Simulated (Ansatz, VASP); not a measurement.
# MgO in VASP and in Ansatz

File POSCAR:

```
MgO
1.0
    0.0000000000      2.1351500000      2.1351500000
    2.1351500000      0.0000000000      2.1351500000
    2.1351500000      2.1351500000      0.0000000000
Mg O
1 1
Direct
    0.0000000000      0.0000000000      0.0000000000
    0.5000000000      0.5000000000      0.4834412856
```

File INCAR.step1:

```
SYSTEM = MgO
ALGO = Normal
EDIFF = 1E-5
ENCUT = 920
GGA = PE
GGA_COMPAT = .FALSE.
ISMEAR = 0
LASPH = .TRUE.
LCHARG = .FALSE.
LREAL = .FALSE.
LWAVE = .TRUE.
NBANDS = 15
NELM = 120
PREC = Accurate
SIGMA = 0.05
```

File INCAR.step2:

```
SYSTEM = MgO
ALGO = Normal
EDIFF = 1E-6
ENCUT = 920
GGA_COMPAT = .FALSE.
ISIF = 2
ISMEAR = 0
ISTART = 1
LASPH = .TRUE.
LCHARG = .FALSE.
LMIXTAU = .TRUE.
LREAL = .FALSE.
LWAVE = .FALSE.
METAGGA = R2SCAN
NBANDS = 15
NELM = 120
PREC = Accurate
SIGMA = 0.05
```

File KPOINTS:

```
k-points
0
G
  10 10 10
  0 0 0
```

Input for Ansatz:

```yaml
crystal:
  lattice:
    - [0.0, 2.13515, 2.13515]
    - [2.13515, 0.0, 2.13515]
    - [2.13515, 2.13515, 0.0]
  atoms:
    - { symbol: Mg, position: [0.0, 0.0, 0.0] }
    - { symbol: O, position: [0.5, 0.5, 0.4834412856] }
basis:
  ecutwfc: 500
kpoints:
  mp_grid: { grid: [10, 10, 10] }
hamiltonian:
  xc: r2scan
scf:
  occupations: { method: gaussian, width: 0.05 }
output:
  forces: true
  stress: true
  eigenvalues: true
```

Change from the starting cell: all O atoms moved -0.050 Å, as atom 2 along Cartesian [1 1 0].

Alike in both runs: task single point; functional r2SCAN; k mesh 10 × 10 × 10; occupations gaussian, width 0.05 eV; no spin polarisation.

|  | VASP | Ansatz |
| --- | --- | --- |
| version | VASP 6.6.1 | Ansatz 0.2.0 |
| potentials or method | VASP PAW PBE potentials, release 64 (Mg_sv, O), cutoff 920 eV | scalar-relativistic, plane waves, PAW |
| valence electrons in the cell | 16 | 16 |

Ansatz gave:

| Property | Result |
| --- | --- |
| gap on the k mesh at the Fermi level (eV) | 5.22 |
| least direct gap on the mesh (eV) | 5.22 |
| pressure (GPa) | -6.9 |
| traceless stress, the component that is largest in VASP (GPa) | -0.25 |
| rms of the force components (eV/Å) | 0.130 |

Task: Which values does VASP return?

Result: gap on the k mesh at the Fermi level (eV): 5.24; least direct gap on the mesh (eV): 5.24; pressure (GPa): -6.3; traceless stress, the component that is largest in VASP (GPa): -0.26; rms of the force components (eV/Å): 0.136.

VASP's potentials were made for PBE, not for r2SCAN. Atom by atom the forces differ by 0.006 eV/Å (rms over components).
